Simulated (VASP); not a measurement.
A run of VASP 6.6.1:

Contents of INCAR:

```
SYSTEM = TiTc
  PREC = Accurate
  ENCUT = 520
  EDIFF = 1E-8
  ISMEAR = -1
  SIGMA = 0.08
  LREAL = .FALSE.
  LASPH = .TRUE.
  NELM = 100
  ALGO = Normal
  ISIF = 2
  LWAVE = .FALSE.
  LCHARG = .FALSE.
  GGA = PS
  LEFG = .TRUE.
  NBANDS = 20
```

The input KPOINTS:

```
Automatic mesh
0
G
  12 12 12
  0 0 0
```

POSCAR

```
TiTc
1.0
    3.0679678205      0.0000000000      0.0000000000
    0.0000000000      3.0679678205      0.0000000000
    0.0000000000      0.0000000000      3.0679678205
Ti Tc
1 1
Direct
    0.5000000000      0.5000000000      0.5000000000
    0.0000000000      0.0000000000      0.0000000000
```

Potentials or basis: VASP PAW PBE potentials, release 64 (Ti_sv, Tc_pv).

Run with:

```sh
$ cat potpaw_PBE.64/Ti_sv/POTCAR potpaw_PBE.64/Tc_pv/POTCAR > POTCAR
$ mpirun -np 1 vasp_std > vasp.out
```

Hardware: 1 thread of Intel(R) Xeon(R) 6975P-C (Granite Rapids) (shared host).

Estimate the wall time of this run.

It took 13 s on 1 thread of Intel(R) Xeon(R) 6975P-C (Granite Rapids), on a shared host, peak memory 0.17 GiB. Counts: scf iterations 15, k points 84.
